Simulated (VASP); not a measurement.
# InAs (F-43m) in VASP: a series of runs

The runs below take InAs through relaxation of cell and atoms, single point, with PBEsol, PBE.

Program: VASP 6.6.1. These are calculated values, not measurements. Logs are shortened: lines on timing, memory, paths and dates and some standing lists are left out, and cuts for length are marked.

### Step 1. The cell of the first run

Symmetry: F-43m, No. 216, cubic system. Conventional cell: a = 6.036 Å, b = 6.036 Å, c = 6.036 Å, α = 90.00°, β = 90.00°, γ = 90.00°. In (site symmetry -43m) has 4 As at 2.61 Å within 3.4 Å. As (site symmetry -43m) has 4 In at 2.61 Å within 3.4 Å.

### Step 2. Relaxation of cell and atoms, PBEsol, target pressure 20 GPa, at which the enthalpy is minimised

File INCAR:

```
PREC = Accurate
ENCUT = 600
EDIFF = 1E-6
ISMEAR = -1
SIGMA = 0.05
LREAL = F
LASPH = T
NELM = 60
ALGO = Normal
ISIF = 3
LWAVE = F
LCHARG = F
GGA = PS
IBRION = 2
NSW = 80
EDIFFG = -0.01
PSTRESS = 200.0
```

File KPOINTS:

```
Automatic mesh
0
Gamma
  8 8 8
```

File POSCAR:

```
InAs
1.0
    0.0000000000      3.0180000000      3.0180000000
    3.0180000000      0.0000000000      3.0180000000
    3.0180000000      3.0180000000      0.0000000000
In As
1 1
Direct
    0.0000000000      0.0000000000      0.0000000000
    0.7500000000      0.7500000000      0.7500000000
```

Potentials or basis: VASP PAW PBE potentials, release 64 (In_d, As).

On the command line:

```sh
> cat potpaw_PBE.64/In_d/POTCAR potpaw_PBE.64/As/POTCAR > POTCAR
> mpirun -np 1 vasp_std > vasp.out
```

OUTCAR:

```text
PREC = Accurate
   ENCUT = 600
   EDIFF = 1E-6
   ISMEAR = -1
   LREAL = F
   LASPH = T
   NELM = 60
   ISIF = 3
   GGA = PS
   IBRION = 2
   NSW = 80
   EDIFFG = -0.01
   PSTRESS = 200.0

 ion  position               nearest neighbor table
   1  0.000  0.000  0.000-   2 2.61   2 2.61   2 2.61   2 2.61
   2  0.750  0.750  0.750-   1 2.61   1 2.61   1 2.61   1 2.61

  LATTYP: Found a face centered cubic cell.
 ALAT       =     6.0360000000

  Lattice vectors:

 A1 = (   0.0000000000,   3.0180000000,   3.0180000000)
 A2 = (   3.0180000000,   0.0000000000,   3.0180000000)
 A3 = (   3.0180000000,   3.0180000000,   0.0000000000)

Analysis of symmetry for initial positions (statically):
=====================================================================
 Subroutine PRICEL returns:
 Original cell was already a primitive cell.

 Routine SETGRP: Setting up the symmetry group for a
 face centered cubic supercell.

 Subroutine GETGRP returns: Found 24 space group operations
 (whereof 24 operations were pure point group operations)
 out of a pool of 48 trial point group operations.

The static configuration has the point symmetry T_d .

Analysis of symmetry for dynamics (positions and initial velocities):
=====================================================================
 Subroutine PRICEL returns:
 Original cell was already a primitive cell.

 Routine SETGRP: Setting up the symmetry group for a
 face centered cubic supercell.

 Subroutine GETGRP returns: Found 24 space group operations
 (whereof 24 operations were pure point group operations)
 out of a pool of 48 trial point group operations.

The dynamic configuration has the point symmetry T_d .

 Subroutine INISYM returns: Found 24 space group operations
 (whereof 24 operations are pure point group operations),
 and found     1 'primitive' translations

----------------------------------------------------------------------------------------

                                     Primitive cell

  volume of cell :      54.9778

  direct lattice vectors                    reciprocal lattice vectors
     0.000000000  3.018000000  3.018000000    -0.165672631  0.165672631  0.165672631
     3.018000000  0.000000000  3.018000000     0.165672631 -0.165672631  0.165672631
     3.018000000  3.018000000  0.000000000     0.165672631  0.165672631 -0.165672631

  length of vectors
     4.268096531  4.268096531  4.268096531     0.286953414  0.286953414  0.286953414

  position of ions in fractional coordinates (direct lattice)
     0.000000000  0.000000000  0.000000000
     0.750000000  0.750000000  0.750000000

  ion indices of the primitive-cell ions
   primitive index   ion index
                 1           1
                 2           2

----------------------------------------------------------------------------------------

 KPOINTS: Automatic mesh

Automatic generation of k-mesh.
 Grid dimensions read from file:
 generate k-points for:    8    8    8

 Generating k-lattice:

  Cartesian coordinates                     Fractional coordinates (reciprocal lattice)
    -0.020709079  0.020709079  0.020709079     0.125000000  0.000000000  0.000000000
     0.020709079 -0.020709079  0.020709079     0.000000000  0.125000000  0.000000000
     0.020709079  0.020709079 -0.020709079     0.000000000  0.000000000  0.125000000

  Length of vectors
     0.035869177  0.035869177  0.035869177

  Shift w.r.t. Gamma in fractional coordinates (k-lattice)
     0.000000000  0.000000000  0.000000000

 Subroutine IBZKPT returns following result:
 ===========================================

 Found     29 irreducible k-points:

 Following reciprocal coordinates:
            Coordinates               Weight
  0.000000  0.000000  0.000000      1.000000
  0.125000  0.000000  0.000000      8.000000
  0.250000  0.000000  0.000000      8.000000
  0.375000  0.000000  0.000000      8.000000
  0.500000  0.000000  0.000000      4.000000
  0.125000  0.125000  0.000000      6.000000
[... 16 lines left out ...]
  0.500000  0.250000  0.125000     48.000000
 -0.375000  0.250000  0.125000     24.000000
 [... further k-points ...]
   k-points           NKPTS =     29   k-points in BZ     NKDIM =     29   number of bands    NBANDS=     13
   number of dos      NEDOS =    301   number of ions     NIONS =      2
   total plane-waves  NPLWV =  46656
   dimension x,y,z NGX =    36 NGY =   36 NGZ =   36
   dimension x,y,z NGXF=    72 NGYF=   72 NGZF=   72
   ions per type =               1   1
   NGX,Y,Z   is equivalent  to a cutoff of  14.02, 14.02, 14.02 a.u.
   NGXF,Y,Z  is equivalent  to a cutoff of  28.04, 28.04, 28.04 a.u.
 SYSTEM =  unknown system
   PREC   = accura    normal or accurate (medium, high low for compatibility)
   ISTART =      0    job   : 0-new  1-cont  2-samecut
   ICHARG =      2    charge: 1-file 2-atom 10-const
   ISPIN  =      1    spin polarized calculation?
   LNONCOLLINEAR =      F non collinear calculations
   LSORBIT =      F    spin-orbit coupling
   LASPH  =      T    aspherical Exc in radial PAW
   ENCUT  =  600.0 eV  44.10 Ry    6.64 a.u.   8.52  8.52  8.52*2*pi/ulx,y,z
   NELM   =     60;   NELMIN=  2; NELMDL= -5     # of ELM steps
   EDIFF  = 0.1E-05   stopping-criterion for ELM
   LREAL  =      F    real-space projection
   EDIFFG = -.1E-01   stopping-criterion for IOM
   NSW    =     80    number of steps for IOM
   IBRION =      2    ionic relax: 0-MD 1-quasi-New 2-CG
   NFREE  =      1    steps in history (QN), initial steepest desc. (CG)
   ISIF   =      3    stress and relaxation
   ISYM   =      2    0-nonsym 1-usesym 2-fastsym
   POTIM  = 0.5000    time-step for ionic-motion
   TEBEG  =    0.0;   TEEND  =   0.0 temperature during run
   PSTRESS=  200.0 pullay stress
   NELECT =      18.0000    total number of electrons
   NUPDOWN=      -1.0000    fix difference up-down
   EMIN   =  10.00;   EMAX   =-10.00  energy-range for DOS
   EFERMI =   0.00;   METHOD = LEGACY
   ISMEAR =    -1;   SIGMA  =   0.05  broadening in eV -4-tet -1-fermi 0-gaus
   EFERMI_NEDOS =   21; number of points for ismear=-14 and -15
   IALGO  =     38    algorithm
   IMIX   =      4    mixing-type and parameters
     AMIX     =   0.40;   BMIX     =  1.00
     AMIX_MAG =   1.60;   BMIX_MAG =  1.00
  volume/ion in A,a.u.               =      27.49       185.50
  Fermi-wavevector in a.u.,A,eV,Ry     =   1.128331  2.132236 17.321990  1.273130
  Thomas-Fermi vector in A             =   2.265020
   LORBIT       =      0    0 simple, 1 ext, 2 COOP (PROOUT), +10 PAW based schemes
   GGA     = PS    functional components
   LHFCALC =     F    Hartree Fock is set to
   AEXX    =    0.0000 exact exchange contribution
   IVDW    =     0    specifies the selected vdW correction
   LEPSILON=     F    determine dielectric tensor
   LRPA    =     F    only Hartree local field effects (RPA)
 conjugate gradient relaxation of ions
 non-spin polarized calculation
  energy-cutoff  :      600.00
  volume of cell :       54.98
 maximum number of plane-waves:      1856
 NGX is ok and might be reduce to    36
   NGX = 17   NGY = 17   NGZ = 17

--------------------------------------- Ionic step        1  -------------------------------------------

 number of electron      18.0000003 magnetization

 Free energy of the ion-electron system (eV)
  ---------------------------------------------------
  ext. energy  EPLUGINS =         0.00000000
  ---------------------------------------------------
  free energy    TOTEN  =        -8.47976225 eV

  energy without entropy =       -8.47922661  energy(sigma->0) =       -8.47949443

 E-fermi :   4.4765     XC(G=0):  -9.3076

 val. band max:        4.4294890871   @ k =   0.0000   0.0000   0.0000
 cond. band min:       5.3145713943   @ k =   0.5000   0.0000   0.0000
 fundamental gap:      0.8850823072
 Fermi energy:         4.4764696498

 k-point     1 :       0.0000    0.0000    0.0000
  band No.  band energies     occupation
      1      -9.9158      2.00000
      2      -9.9158      2.00000
      3      -9.9158      2.00000
      4      -9.7855      2.00000
      5      -9.7855      2.00000
      6      -7.4968      2.00000
      7       4.1738      1.99531
      8       4.4295      1.43804
      9       4.4295      1.43804
     10       4.4295      1.43804
     11       8.2869      0.00000
     12       8.2869      0.00000
     13       8.2869      0.00000

 k-point     2 :       0.1250    0.0000    0.0000
  band No.  band energies     occupation
      1      -9.9373      2.00000
      2      -9.9097      2.00000
      3      -9.9097      2.00000
      4      -9.7856      2.00000
      5      -9.7856      2.00000
      6      -7.3320      2.00000
      7       2.5085      2.00000
      8       4.2328      1.98483
      9       4.2328      1.98483
     10       5.4926      0.00000
     11       8.4294      0.00000
     12       8.5715      0.00000
     13       8.5715      0.00000
[... 872 lines left out ...]
 VOLUME and BASIS-vectors are now :
 -----------------------------------------------------------------------------
  energy-cutoff  :      600.00
  volume of cell :       45.72
      direct lattice vectors                 reciprocal lattice vectors
     0.000000000  2.838088760  2.838088760    -0.176174899  0.176174899  0.176174899
     2.838088760  0.000000000  2.838088760     0.176174899 -0.176174899  0.176174899
     2.838088760  2.838088760 -0.000000000     0.176174899  0.176174899 -0.176174899

 POSITION                                       TOTAL-FORCE (eV/Angst)
 -----------------------------------------------------------------------------------
      0.00000      2.83809      2.83809        -0.000000     -0.000000     -0.000000
      4.25713      4.25713      4.25713         0.000000      0.000000      0.000000
 -----------------------------------------------------------------------------------
    total drift:                               -0.000000     -0.000000      0.000000

  FREE ENERGIE OF THE ION-ELECTRON SYSTEM (eV)
  ---------------------------------------------------
  free  energy   TOTEN  =        -7.9540986799 eV

  energy  without entropy=       -7.9540922145  energy(sigma->0) =       -7.95409545

  enthalpy is  TOTEN    =        -2.2468429888 eV   P V=        5.7072556911

--------------------------------------- Ionic step        5  -------------------------------------------

 number of electron      17.9999998 magnetization

 Free energy of the ion-electron system (eV)
  ---------------------------------------------------
  ext. energy  EPLUGINS =         0.00000000
  ---------------------------------------------------
  free energy    TOTEN  =        -7.92742752 eV

  energy without entropy =       -7.92742224  energy(sigma->0) =       -7.92742488

 E-fermi :   6.9749     XC(G=0): -10.1603

 val. band max:        6.5992523366   @ k =   0.0000   0.0000   0.0000
 cond. band min:       7.2943131847   @ k =   0.0000   0.0000   0.0000
 fundamental gap:      0.6950608482
 Fermi energy:         6.9749094687

 k-point     1 :       0.0000    0.0000    0.0000
  band No.  band energies     occupation
      1      -8.3192      2.00000
      2      -8.3192      2.00000
      3      -8.3192      2.00000
      4      -8.0845      2.00000
      5      -8.0845      2.00000
      6      -6.7678      2.00000
      7       6.5993      1.99891
      8       6.5993      1.99891
      9       6.5993      1.99891
     10       7.2943      0.00336
     11      10.4739      0.00000
     12      10.4739      0.00000
     13      10.4739      0.00000

 k-point     2 :       0.1250    0.0000    0.0000
  band No.  band energies     occupation
      1      -8.3718      2.00000
      2      -8.3077      2.00000
      3      -8.3077      2.00000
      4      -8.0851      2.00000
      5      -8.0851      2.00000
      6      -6.5314      2.00000
      7       4.7013      2.00000
      8       6.3263      2.00000
      9       6.3263      2.00000
     10       8.2787      0.00000
     11      10.8262      0.00000
     12      10.8386      0.00000
     13      10.8386      0.00000
[... 365 lines left out ...]
 VOLUME and BASIS-vectors are now :
 -----------------------------------------------------------------------------
  energy-cutoff  :      600.00
  volume of cell :       45.50
      direct lattice vectors                 reciprocal lattice vectors
     0.000000000  2.833585705  2.833585705    -0.176454871  0.176454871  0.176454871
     2.833585705  0.000000000  2.833585705     0.176454871 -0.176454871  0.176454871
     2.833585705  2.833585705 -0.000000000     0.176454871  0.176454871 -0.176454871

 POSITION                                       TOTAL-FORCE (eV/Angst)
 -----------------------------------------------------------------------------------
      0.00000      0.00000      0.00000        -0.000000     -0.000000     -0.000000
      4.25038      4.25038      4.25038         0.000000      0.000000      0.000000
 -----------------------------------------------------------------------------------
    total drift:                               -0.000000     -0.000000      0.000000

  FREE ENERGIE OF THE ION-ELECTRON SYSTEM (eV)
  ---------------------------------------------------
  free  energy   TOTEN  =        -7.9274275228 eV

  energy  without entropy=       -7.9274222368  energy(sigma->0) =       -7.92742488

  enthalpy is  TOTEN    =        -2.2472950091 eV   P V=        5.6801325137

 reached required accuracy - stopping structural energy minimisation
```

Wall time 80 s (1 thread of Intel Xeon 6975P-C, shared host); peak memory 0.23 GiB.

Results:

```
Free energy                                            : -7.9274 eV
Relaxed volume                                         : 22.75 Å³/atom
Relaxed cell                                           : a = 4.007 Å, b = 4.007 Å, c = 4.007 Å, α = 60.00°, β = 60.00°, γ = 60.00°
Space group after relaxing (to 0.05 Å)                 : F-43m (No. 216)
Energy change on relaxing (the enthalpy is what falls) : +276.2 meV/atom
Ionic steps                                            : 5
Pressure after relaxing                                : 20.0 GPa
Band gap on the k mesh                                 : 0.69 eV, direct
```

Step by step:
```csv
step,energy change (eV),largest force (eV/Å),pressure (GPa),volume (Å³)
1,0.0000,0.0000,1.63,54.98
2,4.2771,0.0000,96.70,33.52
3,0.4619,0.0000,17.74,46.27
4,0.5257,0.0000,19.34,45.72
5,0.5523,0.0000,20.01,45.50
```

Final structure:
```
CELL_PARAMETERS angstrom
0.00000 2.83359 2.83359
2.83359 0.00000 2.83359
2.83359 2.83359 0.00000
ATOMIC_POSITIONS crystal
In 0.00000 0.00000 0.00000
As 0.75000 0.75000 0.75000
```

Levels at points of the mesh, in eV from the valence-band top:
| k point | band 6 | band 7 | band 8 | band 9 | band 10 | band 11 | band 12 | band 13 |
| --- | --- | --- | --- | --- | --- | --- | --- | --- |
| (0.00, 0.00, 0.00) | -13.37 | 0.00 | 0.00 | 0.00 | 0.69 | 3.87 | 3.87 | 3.87 |
| (0.50, 0.00, 0.00) | -11.16 | -6.99 | -1.33 | -1.33 | 1.30 | 4.66 | 4.66 | 6.77 |
| (0.50, 0.50, 0.00) | -10.39 | -6.86 | -3.11 | -3.11 | 1.05 | 1.89 | 10.45 | 10.61 |

Caveat: the cell is relaxed towards a set pressure, so the enthalpy falls and the energy may rise; the volume moved by over 15 % at a fixed basis, so the end points are rough; the PAW data sets were made with another functional, which shifts forces and pressure a little; spin-orbit coupling is left out, which moves the levels of the heavy elements. A hybrid or GW would open this gap; PBEsol tends to underestimate it.

### Step 3. Relaxation of cell and atoms, PBEsol, target pressure 30 GPa, at which the enthalpy is minimised

File INCAR:

```
SYSTEM = InAs
ALGO = Normal
EDIFF = 1E-7
EDIFFG = -0.01
ENCUT = 600
GGA = PS
IBRION = 2
ISIF = 3
ISMEAR = -1
LASPH = .TRUE.
LCHARG = .FALSE.
LREAL = .FALSE.
LWAVE = .FALSE.
NELM = 80
NSW = 80
PREC = Accurate
PSTRESS = 300.0
SIGMA = 0.05
```

File KPOINTS:

```
k-points
0
G
  8 8 8
  0 0 0
```

POSCAR is that of step 2.

Potentials or basis: VASP PAW PBE potentials, release 64 (In_d, As).

On the command line:

```sh
> cat potpaw_PBE.64/In_d/POTCAR potpaw_PBE.64/As/POTCAR > POTCAR
> mpirun -np 1 vasp_std > vasp.out
```

Wall time 4.2 min (1 thread of Intel Xeon 6975P-C, shared host); peak memory 0.23 GiB.

It converged, with:

| Item | Value |
| --- | --- |
| Free energy | -7.4930 eV |
| Relaxed volume | 21.35 Å³/atom |
| Relaxed cell | a = 3.923 Å, b = 3.923 Å, c = 3.923 Å, α = 60.00°, β = 60.00°, γ = 60.00° |
| Space group after relaxing (to 0.05 Å) | F-43m (No. 216) |
| Energy change on relaxing (the enthalpy is what falls) | +493.4 meV/atom |
| Ionic steps | 16 |
| Pressure after relaxing | 30.0 GPa |
| Band gap on the k mesh | 0.89 eV, indirect (least direct gap 1.00 eV) |

The path:
| step | energy change (eV) | largest force (eV/Å) | pressure (GPa) | volume (Å³) |
| --- | --- | --- | --- | --- |
| 1 | 0.0000 | 0.0000 | 1.64 | 54.98 |
| 2 | 14.2115 | 0.0000 | 304.44 | 24.64 |
| 3 | 0.6606 | 0.0000 | 22.60 | 44.69 |
| 4 | 0.8316 | 0.0000 | 26.54 | 43.57 |
| 5 | 0.9906 | 0.0000 | 30.08 | 42.67 |
| 6 | 0.9488 | 0.0000 | 29.16 | 42.90 |
| 7 | 0.9513 | 0.0000 | 29.22 | 42.88 |
| 8 | 0.9589 | 0.0000 | 29.39 | 42.84 |
| 9 | 0.9590 | 0.0000 | 29.38 | 42.84 |
| 10 | 0.9594 | 0.0000 | 29.40 | 42.84 |
| 11 | 0.9602 | 0.0000 | 29.42 | 42.83 |
| 12 | 0.9617 | 0.0000 | 29.45 | 42.83 |
| 13 | 0.9648 | 0.0000 | 29.52 | 42.81 |
| 14 | 0.9709 | 0.0000 | 29.65 | 42.78 |
| 15 | 0.9833 | 0.0000 | 29.92 | 42.71 |
| 16 | 0.9868 | 0.0000 | 30.00 | 42.69 |

Final structure:
```
CELL_PARAMETERS angstrom
0.00000 2.77395 2.77395
2.77395 0.00000 2.77395
2.77395 2.77395 0.00000
ATOMIC_POSITIONS crystal
In 0.00000 0.00000 0.00000
As 0.75000 0.75000 0.75000
```

Levels at points of the mesh, in eV from the valence-band top:
| k point | band 5 | band 6 | band 7 | band 8 | band 9 | band 10 | band 11 | band 12 | band 13 |
| --- | --- | --- | --- | --- | --- | --- | --- | --- | --- |
| (0.00, 0.00, 0.00) | -14.92 | -13.95 | 0.00 | 0.00 | 0.00 | 1.00 | 3.85 | 3.85 | 3.85 |
| (0.50, 0.00, 0.00) | -14.90 | -11.45 | -7.46 | -1.47 | -1.47 | 1.44 | 4.64 | 4.64 | 6.73 |
| (0.50, 0.50, 0.00) | -14.87 | -10.61 | -7.23 | -3.41 | -3.41 | 0.89 | 1.81 | 10.94 | 11.07 |

Caveat: the cell is relaxed towards a set pressure, so the enthalpy falls and the energy may rise; the volume moved by over 15 % at a fixed basis, so the end points are rough; the PAW data sets were made with another functional, which shifts forces and pressure a little; spin-orbit coupling is left out, which moves the levels of the heavy elements.

(Part 1 of 2 ends here.)
